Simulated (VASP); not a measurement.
**SnO2: single point with LDA**

Crystal: SnO2.

```
Sn O
1.0
     4.65988    0.00000    0.00000
     0.00000    5.79512    0.00000
     0.00000    0.00000    5.15554
Sn O
4 8
Direct
  0.50000 0.66734 0.75000
  0.00000 0.83266 0.25000
  0.50000 0.33266 0.25000
  0.00000 0.16734 0.75000
  0.73093 0.60502 0.07769
  0.23093 0.89498 0.92231
  0.76907 0.89498 0.57769
  0.26907 0.60502 0.42231
  0.73093 0.39498 0.57769
  0.23093 0.10502 0.42231
  0.76907 0.10502 0.07769
  0.26907 0.39498 0.92231
```

```
Program                : VASP 6.6.1
Task                   : single point
Functional             : LDA
Potentials or basis    : VASP PAW LDA potentials, release 64 (Sn_d, O)
Cutoff                 : 520 eV
k mesh                 : 6 × 6 × 6
Occupations            : gaussian, width 0.05 eV
Spin                   : no spin polarisation
Dipole correction      : no
Further INCAR settings : ALGO = Normal; EDIFF = 1e-06; NBANDS = 64
```

| Property | Result |
| --- | --- |
| Pressure | 1.6 GPa |
| Largest force | 0.153 eV/Å |
| Band gap on the k mesh | 1.58 eV |

Forces in eV/Å, atoms in the order of the input:
```
Sn   0.000 -0.004  0.000
Sn   0.000  0.004  0.000
Sn   0.000  0.004  0.000
Sn   0.000 -0.004  0.000
O    0.114  0.008  0.101
O    0.114 -0.008 -0.101
O   -0.114 -0.008  0.101
O   -0.114  0.008 -0.101
O    0.114 -0.008  0.101
O    0.114  0.008 -0.101
O   -0.114  0.008  0.101
O   -0.114 -0.008 -0.101
```

Stress tensor (GPa, compression positive):
```
 2.58  0.00  0.00
 0.00 -1.64  0.00
 0.00  0.00  3.91
```

Levels at points of the mesh, in eV from the valence-band top:
| k point | band 48 | band 49 | band 50 | band 51 | band 52 | band 53 | band 54 | band 55 | band 56 | band 57 |
| --- | --- | --- | --- | --- | --- | --- | --- | --- | --- | --- |
| (0.00, 0.00, 0.00) | -0.64 | -0.54 | -0.25 | -0.05 | 0.00 | 1.58 | 6.30 | 6.34 | 6.74 | 7.06 |
| (0.50, 0.00, 0.00) | -0.79 | -0.29 | -0.29 | -0.05 | -0.05 | 4.68 | 4.68 | 5.42 | 5.42 | 8.40 |
| (0.00, 0.50, 0.00) | -0.99 | -0.90 | -0.90 | -0.04 | -0.04 | 4.26 | 4.26 | 6.95 | 6.95 | 8.74 |
| (0.50, 0.50, 0.00) | -0.68 | -0.56 | -0.56 | -0.14 | -0.14 | 5.13 | 5.13 | 6.23 | 6.23 | 8.73 |
| (0.00, 0.00, 0.50) | -0.70 | -0.23 | -0.23 | -0.17 | -0.17 | 4.62 | 4.62 | 6.30 | 6.30 | 7.88 |
| (0.50, 0.00, 0.50) | -0.89 | -0.25 | -0.25 | -0.25 | -0.25 | 5.11 | 5.11 | 5.11 | 5.11 | 8.16 |
| (0.00, 0.50, 0.50) | -1.14 | -0.28 | -0.28 | -0.28 | -0.28 | 5.70 | 5.70 | 5.70 | 5.70 | 8.86 |
| (0.50, 0.50, 0.50) | -1.02 | -0.33 | -0.33 | -0.33 | -0.33 | 5.54 | 5.54 | 5.54 | 5.54 | 8.63 |

Wall time 8.4 min on 1 thread of Intel(R) Xeon(R) Platinum 8259CL CPU @ 2.50GHz (Skylake/Cascade Lake), with other jobs on the host, peak memory 0.48 GiB.

Caveat: the stress differs along the axes, from -2 to 4 GPa; spin-orbit coupling is left out, which moves the levels of the heavy elements.
